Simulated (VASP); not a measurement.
CdTe: single point with HSE06

The system is CdTe.

```
CELL_PARAMETERS angstrom
0.00000 3.22623 3.22623
3.22623 0.00000 3.22623
3.22623 3.22623 0.00000
ATOMIC_POSITIONS crystal
Te 0.75000 0.75000 0.75000
Cd 0.00000 0.00000 0.00000
```

- Program: VASP 6.6.1
- Task: single point
- Functional: HSE06
- Potentials or basis: VASP PAW PBE potentials, release 64 (Te, Cd)
- Cutoff: 520 eV
- k mesh: 4 × 4 × 4
- Occupations: fermi-dirac, width 0.05 eV
- Spin: no spin polarisation
- Dipole correction: no
- Grid for exact exchange (PRECFOCK): Normal
- Further INCAR settings: ALGO = Normal; EDIFF = 1e-06; NBANDS = 16
- Share of exact exchange: 0.25
- Screening parameter: 0.2079 1/Å

| Quantity | Value |
| --- | --- |
| Pressure | 2.5 GPa |
| Band gap on the k mesh | 1.61 eV |

Levels at points of the mesh, in eV from the valence-band top:
```
           k point  band 5  band 6  band 7  band 8  band 9  band 10  band 11  band 12  band 13  band 14
(0.00, 0.00, 0.00)   -9.37   -9.37    0.00    0.00    0.00     1.61     5.46     5.46     5.46     8.54
(0.50, 0.00, 0.00)   -9.36   -8.91   -4.82   -0.85   -0.85     2.64     6.05     6.05     7.99     9.82
(0.50, 0.50, 0.00)   -9.34   -8.71   -4.67   -2.05   -2.05     3.24     3.47    10.07    10.45    10.45
```

Wall time 13 min on 1 thread of Intel(R) Xeon(R) Platinum 8259CL CPU @ 2.50GHz (Skylake/Cascade Lake) (shared host), peak memory 0.32 GiB.

Caveat: the k points lie up to 0.42 Å⁻¹ apart; the PAW data sets were made with another functional, which shifts forces and pressure a little; spin-orbit coupling is left out, which moves the levels of the heavy elements.
